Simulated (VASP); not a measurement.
MnS, 4 atoms in the cell. The structure is hexagonal, space group P6_3mc (No. 186). Conventional cell: a = 4.031 Å, b = 4.031 Å, c = 6.467 Å, α = 90.00°, β = 90.00°, γ = 120.00°. Within 3.2 Å of Mn (site symmetry 3m) lie 4 S at 2.41 to 2.47 Å. Within 3.2 Å of S (site symmetry 3m) lie 4 Mn at 2.41 to 2.47 Å. 

```yaml
Program: VASP 6.6.1
Task: single point
Functional: BLYP
Potentials_or_basis: VASP PAW PBE potentials, release 64 (Mn_pv, S)
Cutoff: 520 eV
k_mesh: 8 × 8 × 4
Occupations: fermi-dirac, width 0.05 eV
Spin: collinear spin, ferromagnetic start
Starting_moments: "[4.0, 4.0, 0.0, 0.0] μB"
Dipole_correction: no
Further_INCAR_settings: ALGO = Normal; EDIFF = 1e-07; NBANDS = 31
```

Potentials or basis: VASP PAW PBE potentials, release 64 (Mn_pv, S).

Command:

```console
$ cat potpaw_PBE.64/Mn_pv/POTCAR potpaw_PBE.64/S/POTCAR > POTCAR
$ mpirun -np 1 vasp_std > vasp.out
```

Hardware: 1 thread of Intel(R) Xeon(R) 6975P-C (Granite Rapids), on a shared host.

Estimate the wall time of this run.

Wall time 92 s on 1 thread of Intel(R) Xeon(R) 6975P-C (Granite Rapids), on a shared host, peak memory 0.29 GiB. Counts: scf iterations 17, k points 30.
